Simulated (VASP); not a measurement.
SrPt3Pb2, 6 atoms in the cell. The cell holds an amorphous packing of atoms, 6 atoms: a = 6.661 Å, b = 4.680 Å, c = 4.845 Å, α = 80.43°, β = 82.15°, γ = 95.42°. 

```yaml
Program: VASP 6.6.1
Task: single point
Functional: PBE
Potentials_or_basis: VASP PAW PBE potentials, release 64 (Sr_sv, Pt, Pb_d)
Cutoff: 520 eV
k_mesh: 2 × 3 × 3
Occupations: gaussian, width 0.1 eV
Spin: no spin polarisation
Dipole_correction: no
Further_INCAR_settings: ALGO = Normal; EDIFF = 1e-06; NBANDS = 43
```

Potentials or basis: VASP PAW PBE potentials, release 64 (Sr_sv, Pt, Pb_d).

Command:

```sh
$ cat potpaw_PBE.64/Sr_sv/POTCAR potpaw_PBE.64/Pt/POTCAR potpaw_PBE.64/Pb_d/POTCAR > POTCAR
$ mpirun -np 1 vasp_std > vasp.out
```

Hardware: 1 thread of Intel(R) Xeon(R) Platinum 8488C (Sapphire Rapids), with other jobs on the host.

Question: Estimate the wall time of this run.

Answer: Wall time 70 s on 1 thread of Intel(R) Xeon(R) Platinum 8488C (Sapphire Rapids), on a shared host, peak memory 0.26 GiB. Counts: scf iterations 16, k points 10.
